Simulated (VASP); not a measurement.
# VSi2 (P6_222) in VASP: notebook

The runs below take VSi2 through single point, with PBE.

Everything below comes from runs of VASP 6.6.1. Logs are shortened: lines on timing, memory, paths and dates and some standing lists are left out, and cuts for length are marked.

## Step 1: The cell of the first run

The structure is hexagonal, space group P6_222 (No. 180). Conventional cell: a = 4.565 Å, b = 4.565 Å, c = 6.368 Å, α = 90.00°, β = 90.00°, γ = 120.00°. Within 3.3 Å of V (site symmetry 222) lie 10 Si at 2.51 to 2.67 Å and 4 V at 3.12 Å. Si (site symmetry 2) has 9 Si at 2.48 to 3.16 Å and 5 V at 2.51 to 2.67 Å within 3.3 Å.

## Step 2: Single point, PBE

INCAR reads:

```
SYSTEM = VSi2
  ALGO = Normal
  EDIFF = 1E-7
  ENCUT = 520
  GGA = PE
  ISIF = 2
  ISMEAR = 0
  LASPH = .TRUE.
  LCHARG = .FALSE.
  LREAL = .FALSE.
  LWAVE = .FALSE.
  NBANDS = 42
  NELM = 60
  PREC = Accurate
  SIGMA = 0.1
```

KPOINTS reads:

```
k-points
0
G
  12 12 6
  0 0 0
```

POSCAR reads:

```
VSi2
1.0
    4.5650608526      0.0000000000      0.0000000000
   -2.2825304263      3.9534586682      0.0000000000
    0.0000000000      0.0000000000      6.3676457334
V Si
3 6
Direct
    0.0000000000      0.5000000000      0.1666666667
    0.5000000000      0.5000000000      0.8333333333
    0.5000000000      0.0000000000      0.5000000000
    0.8372033599      0.6744067197      0.5000000000
    0.1627966401      0.8372033599      0.8333333333
    0.6744067197      0.8372033599      0.1666666667
    0.1627966401      0.3255932803      0.5000000000
    0.8372033599      0.1627966401      0.8333333333
    0.3255932803      0.1627966401      0.1666666667
```

Potentials or basis: VASP PAW PBE potentials, release 64 (V_sv, Si).

Run with:

```bash
cat potpaw_PBE.64/V_sv/POTCAR potpaw_PBE.64/Si/POTCAR > POTCAR
mpirun -np 1 vasp_std > vasp.out
```

OUTCAR:

```text
SYSTEM = VSi2
   EDIFF = 1E-7
   ENCUT = 520
   GGA = PE
   ISIF = 2
   ISMEAR = 0
   LASPH = .TRUE.
   LREAL = .FALSE.
   NELM = 60
   PREC = Accurate

 ion  position               nearest neighbor table
   1  0.000  0.500  0.167-   4 2.51   7 2.51   5 2.51   8 2.51   9 2.62   6 2.62   9 2.62   6 2.62
                             6 2.67   9 2.67
   2  0.500  0.500  0.833-   4 2.51   7 2.51   6 2.51   9 2.51   5 2.62   8 2.62   5 2.62   8 2.62
                             8 2.67   5 2.67
   3  0.500  0.000  0.500-   6 2.51   9 2.51   8 2.51   5 2.51   7 2.62   4 2.62   7 2.62   4 2.62
                             7 2.67   4 2.67
   4  0.837  0.674  0.500-   5 2.48   6 2.48   1 2.51   2 2.51   7 2.57   3 2.62   3 2.62   3 2.67
                             7 2.67   7 2.67   8 3.08   9 3.08
   5  0.163  0.837  0.833-   4 2.48   9 2.48   3 2.51   1 2.51   8 2.57   2 2.62   2 2.62   2 2.67
                             8 2.67   8 2.67   7 3.08   6 3.08
   6  0.674  0.837  0.167-   4 2.48   8 2.48   3 2.51   2 2.51   9 2.57   1 2.62   1 2.62   1 2.67
                             9 2.67   9 2.67   7 3.08   5 3.08
   7  0.163  0.326  0.500-   8 2.48   9 2.48   1 2.51   2 2.51   4 2.57   3 2.62   3 2.62   3 2.67
                             4 2.67   4 2.67   5 3.08   6 3.08
   8  0.837  0.163  0.833-   7 2.48   6 2.48   3 2.51   1 2.51   5 2.57   2 2.62   2 2.62   2 2.67
                             5 2.67   5 2.67   4 3.08   9 3.08
   9  0.326  0.163  0.167-   7 2.48   5 2.48   3 2.51   2 2.51   6 2.57   1 2.62   1 2.62   1 2.67
                             6 2.67   6 2.67   4 3.08   8 3.08

  LATTYP: Found a hexagonal cell.
 ALAT       =     4.5650608526
 C/A-ratio  =     1.3948654660

  Lattice vectors:

 A1 = (   4.5650608526,   0.0000000000,   0.0000000000)
 A2 = (  -2.2825304263,   3.9534586682,   0.0000000000)
 A3 = (   0.0000000000,   0.0000000000,   6.3676457334)

Analysis of symmetry for initial positions (statically):
=====================================================================
 Subroutine PRICEL returns:
 Original cell was already a primitive cell.

 Routine SETGRP: Setting up the symmetry group for a
 hexagonal supercell.

 Subroutine GETGRP returns: Found 12 space group operations
 (whereof  4 operations were pure point group operations)
 out of a pool of 24 trial point group operations.

The static configuration has the point symmetry D_2 .
 The point group associated with its full space group is D_6 .

Analysis of symmetry for dynamics (positions and initial velocities):
=====================================================================
 Subroutine PRICEL returns:
 Original cell was already a primitive cell.

 Routine SETGRP: Setting up the symmetry group for a
 hexagonal supercell.

 Subroutine GETGRP returns: Found 12 space group operations
 (whereof  4 operations were pure point group operations)
 out of a pool of 24 trial point group operations.

The dynamic configuration has the point symmetry D_2 .
 The point group associated with its full space group is D_6 .

 Subroutine INISYM returns: Found 12 space group operations
 (whereof  4 operations are pure point group operations),
 and found     1 'primitive' translations

----------------------------------------------------------------------------------------

                                     Primitive cell

  volume of cell :     114.9219

  direct lattice vectors                    reciprocal lattice vectors
     4.565060853  0.000000000  0.000000000     0.219055130  0.126471538  0.000000000
    -2.282530426  3.953458668  0.000000000     0.000000000  0.252943077  0.000000000
     0.000000000  0.000000000  6.367645733     0.000000000  0.000000000  0.157043913

  length of vectors
     4.565060853  4.565060853  6.367645733     0.252943077  0.252943077  0.157043913

  position of ions in fractional coordinates (direct lattice)
     0.000000000  0.500000000  0.166666667
     0.500000000  0.500000000  0.833333333
     0.500000000  0.000000000  0.500000000
     0.837203360  0.674406720  0.500000000
     0.162796640  0.837203360  0.833333333
     0.674406720  0.837203360  0.166666667
     0.162796640  0.325593280  0.500000000
     0.837203360  0.162796640  0.833333333
     0.325593280  0.162796640  0.166666667

  ion indices of the primitive-cell ions
   primitive index   ion index
                 1           1
                 2           2
                 3           3
                 4           4
                 5           5
                 6           6
                 7           7
                 8           8
                 9           9

----------------------------------------------------------------------------------------

 KPOINTS: k-points

Automatic generation of k-mesh.
 Grid dimensions read from file:
 generate k-points for:   12   12    6

 Generating k-lattice:

  Cartesian coordinates                     Fractional coordinates (reciprocal lattice)
     0.018254594  0.010539295  0.000000000     0.083333333  0.000000000  0.000000000
     0.000000000  0.021078590  0.000000000     0.000000000  0.083333333  0.000000000
     0.000000000  0.000000000  0.026173985     0.000000000  0.000000000  0.166666667

  Length of vectors
     0.021078590  0.021078590  0.026173985

  Shift w.r.t. Gamma in fractional coordinates (k-lattice)
     0.000000000  0.000000000  0.000000000

 Subroutine IBZKPT returns following result:
 ===========================================

 Found     76 irreducible k-points:

 Following reciprocal coordinates:
            Coordinates               Weight
  0.000000  0.000000  0.000000      1.000000
  0.083333  0.000000  0.000000      6.000000
  0.166667  0.000000  0.000000      6.000000
  0.250000  0.000000  0.000000      6.000000
  0.333333  0.000000  0.000000      6.000000
  0.416667  0.000000  0.000000      6.000000
[... 16 lines left out ...]
  0.250000  0.000000  0.166667     12.000000
  0.333333  0.000000  0.166667     12.000000
 [... further k-points ...]
   k-points           NKPTS =     76   k-points in BZ     NKDIM =     76   number of bands    NBANDS=     42
   number of dos      NEDOS =    301   number of ions     NIONS =      9
   total plane-waves  NPLWV =  62208
   dimension x,y,z NGX =    36 NGY =   36 NGZ =   48
   dimension x,y,z NGXF=    72 NGYF=   72 NGZF=   96
   ions per type =               3   6
   NGX,Y,Z   is equivalent  to a cutoff of  13.11, 13.11, 12.53 a.u.
   NGXF,Y,Z  is equivalent  to a cutoff of  26.22, 26.22, 25.06 a.u.
 SYSTEM =  VSi2
   PREC   = accura    normal or accurate (medium, high low for compatibility)
   ISTART =      0    job   : 0-new  1-cont  2-samecut
   ICHARG =      2    charge: 1-file 2-atom 10-const
   ISPIN  =      1    spin polarized calculation?
   LNONCOLLINEAR =      F non collinear calculations
   LSORBIT =      F    spin-orbit coupling
   LASPH  =      T    aspherical Exc in radial PAW
   ENCUT  =  520.0 eV  38.22 Ry    6.18 a.u.   8.49  8.49 11.84*2*pi/ulx,y,z
   NELM   =     60;   NELMIN=  2; NELMDL= -5     # of ELM steps
   EDIFF  = 0.1E-06   stopping-criterion for ELM
   LREAL  =      F    real-space projection
   EDIFFG = 0.1E-05   stopping-criterion for IOM
   NSW    =      0    number of steps for IOM
   IBRION =     -1    ionic relax: 0-MD 1-quasi-New 2-CG
   NFREE  =      0    steps in history (QN), initial steepest desc. (CG)
   ISIF   =      2    stress and relaxation
   ISYM   =      2    0-nonsym 1-usesym 2-fastsym
   POTIM  = 0.5000    time-step for ionic-motion
   TEBEG  =    0.0;   TEEND  =   0.0 temperature during run
   PSTRESS=    0.0 pullay stress
   NELECT =      63.0000    total number of electrons
   NUPDOWN=      -1.0000    fix difference up-down
   EMIN   =  10.00;   EMAX   =-10.00  energy-range for DOS
   EFERMI =   0.00;   METHOD = LEGACY
   ISMEAR =     0;   SIGMA  =   0.10  broadening in eV -4-tet -1-fermi 0-gaus
   EFERMI_NEDOS =   21; number of points for ismear=-14 and -15
   IALGO  =     38    algorithm
   IMIX   =      4    mixing-type and parameters
     AMIX     =   0.40;   BMIX     =  1.00
     AMIX_MAG =   1.60;   BMIX_MAG =  1.00
  volume/ion in A,a.u.               =      12.77        86.17
  Fermi-wavevector in a.u.,A,eV,Ry     =   1.339844  2.531937 24.424921  1.795181
  Thomas-Fermi vector in A             =   2.468203
   LORBIT       =      0    0 simple, 1 ext, 2 COOP (PROOUT), +10 PAW based schemes
   GGA     = PE    functional components
   LHFCALC =     F    Hartree Fock is set to
   AEXX    =    0.0000 exact exchange contribution
   IVDW    =     0    specifies the selected vdW correction
   LEPSILON=     F    determine dielectric tensor
   LRPA    =     F    only Hartree local field effects (RPA)
 non-spin polarized calculation
 Gauss-broadening in eV      SIGMA  =   0.10
  energy-cutoff  :      520.00
  volume of cell :      114.92
 maximum number of plane-waves:      3132
 NGX is ok and might be reduce to    36
   NGX = 17   NGY = 17   NGZ = 23

 number of electron      63.0000014 magnetization

 Free energy of the ion-electron system (eV)
  ---------------------------------------------------
  ext. energy  EPLUGINS =         0.00000000
  ---------------------------------------------------
  free energy    TOTEN  =       -63.89282077 eV

  energy without entropy =      -63.86009453  energy(sigma->0) =      -63.87645765

 E-fermi :  11.2370     XC(G=0): -12.1860

 val. band max:       11.2295558783   @ k =   0.3333   0.1667   0.5000
 cond. band min:      11.2427483824   @ k =   0.3333   0.3333   0.3333
 fundamental gap:      0.0131925041
 Fermi energy:        11.2369944801

 k-point     1 :       0.0000    0.0000    0.0000
  band No.  band energies     occupation
      1     -52.7335      2.00000
      2     -52.7184      2.00000
      3     -52.7184      2.00000
      4     -26.6955      2.00000
      5     -26.6955      2.00000
      6     -26.6754      2.00000
[... 34 lines left out ...]
     41      14.2843      0.00000
     42      14.4010      0.00000

 k-point     2 :       0.0833    0.0000    0.0000
  band No.  band energies     occupation
      1     -52.7332      2.00000
      2     -52.7186      2.00000
      3     -52.7184      2.00000
      4     -26.6980      2.00000
      5     -26.6955      2.00000
      6     -26.6729      2.00000
[... 34 lines left out ...]
     41      14.3074      0.00000
     42      14.4504      0.00000

 k-point     3 :       0.1667    0.0000    0.0000
  band No.  band energies     occupation
      1     -52.7325      2.00000
      2     -52.7192      2.00000
      3     -52.7183      2.00000
      4     -26.7031      2.00000
      5     -26.6955      2.00000
      6     -26.6677      2.00000
[... 34 lines left out ...]
     41      14.3135      0.00000
     42      14.5983      0.00000

 k-point     4 :       0.2500    0.0000    0.0000
  band No.  band energies     occupation
      1     -52.7315      2.00000
      2     -52.7202      2.00000
      3     -52.7183      2.00000
      4     -26.7082      2.00000
      5     -26.6953      2.00000
      6     -26.6626      2.00000
[... 844 lines left out ...]
     41      14.2822      0.00000
     42      14.6209      0.00000

 k-point    23 :       0.2500    0.0000    0.1667
  band No.  band energies     occupation
      1     -52.7310      2.00000
      2     -52.7220      2.00000
      3     -52.7170      2.00000
      4     -26.7094      2.00000
      5     -26.6944      2.00000
      6     -26.6567      2.00000
[... 34 lines left out ...]
     41      14.3401      0.00000
     42      14.6972      0.00000

 k-point    24 :       0.3333    0.0000    0.1667
  band No.  band energies     occupation
      1     -52.7298      2.00000
      2     -52.7225      2.00000
      3     -52.7177      2.00000
      4     -26.7109      2.00000
      5     -26.6969      2.00000
      6     -26.6532      2.00000
[... 34 lines left out ...]
     41      14.4727      0.00000
     42      14.7055      0.00000

 [... further k-points ...]

------------------------ aborting loop because EDIFF is reached ----------------------------------------

  FORCE on cell =-STRESS in cart. coord.  units (eV):
  Direction    XX          YY          ZZ          XY          YZ          ZX
  --------------------------------------------------------------------------------------
  -------------------------------------------------------------------------------------
  Total        0.0304708      0.0304708      0.0505893      0.0000000      0.0000000      0.0000000
  in kB        0.4248069      0.4248069      0.7052887      0.0000000      0.0000000      0.0000000
  external PRESSURE =       0.5183008 kB  Pullay stress =       0.0000000 kB

 VOLUME and BASIS-vectors are now :
 -----------------------------------------------------------------------------
  energy-cutoff  :      520.00
  volume of cell :      114.92
      direct lattice vectors                 reciprocal lattice vectors
     4.565060853  0.000000000  0.000000000     0.219055130  0.126471538  0.000000000
    -2.282530426  3.953458668  0.000000000     0.000000000  0.252943077  0.000000000
     0.000000000  0.000000000  6.367645733     0.000000000  0.000000000  0.157043913

 POSITION                                       TOTAL-FORCE (eV/Angst)
 -----------------------------------------------------------------------------------
     -1.14127      1.97673      1.06127        -0.000000     -0.000000      0.000000
      1.14127      1.97673      5.30637        -0.000000     -0.000000     -0.000000
      2.28253      0.00000      3.18382         0.000000     -0.000000      0.000000
      2.28253      2.66624      3.18382        -0.000000     -0.002755      0.000000
     -1.16777      3.30985      5.30637         0.002386     -0.001377      0.000000
      1.16777      3.30985      1.06127        -0.002386     -0.001377      0.000000
     -0.00000      1.28722      3.18382         0.000000      0.002755     -0.000000
      3.45030      0.64361      5.30637        -0.002386      0.001377      0.000000
      1.11476      0.64361      1.06127         0.002386      0.001377      0.000000
 -----------------------------------------------------------------------------------
    total drift:                               -0.000000      0.000000      0.000001

  FREE ENERGIE OF THE ION-ELECTRON SYSTEM (eV)
  ---------------------------------------------------
  free  energy   TOTEN  =       -63.8928207698 eV

  energy  without entropy=      -63.8600945337  energy(sigma->0) =      -63.87645765
```

Run time: 8.3 min. Hardware: 1 thread of Oxide Virtual Turin-like, shared host; peak memory 0.37 GiB.

Results:

```yaml
Free_energy: -63.8928 eV
Pressure: 0.1 GPa
```

Forces in eV/Å, atoms in the order of the input:
```
V    0.000  0.000  0.000
V    0.000  0.000  0.000
V    0.000  0.000  0.000
Si   0.000 -0.003  0.000
Si   0.002 -0.001  0.000
Si  -0.002 -0.001  0.000
Si   0.000  0.003  0.000
Si  -0.002  0.001  0.000
Si   0.002  0.001  0.000
```

Levels at points of the mesh, in eV from the Fermi level:
```
           k point  band 29  band 30  band 31  band 32  band 33  band 34  band 35  band 36
(0.00, 0.00, 0.00)    -2.12    -1.80    -1.80    -1.71     0.36     2.07     2.41     2.41
(0.50, 0.00, 0.00)    -0.70    -0.57    -0.12     0.04     0.42     1.03     1.39     1.46
(0.00, 0.00, 0.50)    -1.85    -1.85    -1.57     0.54     0.54     2.05     2.43     2.49
(0.50, 0.00, 0.50)    -1.40    -1.28    -0.46    -0.06     0.82     1.25     1.71     1.76
```

(Part 1 of 2 ends here.)
